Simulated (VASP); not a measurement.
## Co: single point with r2SCAN

Crystal: Co.

```
Co
1.0
     2.19044    0.00000    0.00000
     0.00000    2.19044    0.00000
     0.00000    0.00000    2.19044
Co
1
Direct
  0.00000 0.00000 0.00000
```

This cell differs from its parent crystal: volume scaled by 0.92.

```json
{
 "Program": "VASP 6.6.1",
 "Task": "single point",
 "Functional": "r2SCAN",
 "Potentials or basis": "VASP PAW PBE potentials, release 64 (Co)",
 "Cutoff": "520 eV",
 "k mesh": "16 × 16 × 16",
 "Occupations": "fermi-dirac, width 0.1 eV",
 "Spin": "no spin polarisation"
}
```

```json
{"Pressure": "20.5 GPa"}
```

Levels at points of the mesh, in eV from the Fermi level:
```tsv
k point	band 1	band 2	band 3	band 4	band 5	band 6	band 7	band 8	band 9
(0.00, 0.00, 0.00)	-9.37	-4.43	-4.43	0.60	0.60	0.60	23.03	23.03	23.03
(0.50, 0.00, 0.00)	-4.49	-3.75	-1.56	-1.03	-1.03	0.74	5.90	26.67	30.68
(0.50, 0.50, 0.00)	-5.50	-3.11	-0.69	-0.69	1.69	6.31	6.31	13.28	15.74
(0.50, 0.50, 0.50)	-4.03	-4.03	-4.03	1.78	1.78	14.46	14.95	14.95	14.95
```

Wall time 44 s on 1 thread of AMD EPYC 7R13 Processor (Zen 3) (shared host), peak memory 0.1 GiB.

Caveat: the PAW data sets were made with another functional, which shifts forces and pressure a little; the run has no spin polarisation, though such a crystal can be magnetic. Spin polarisation is off, so any magnetic state and its effect on volume and gap are missing.
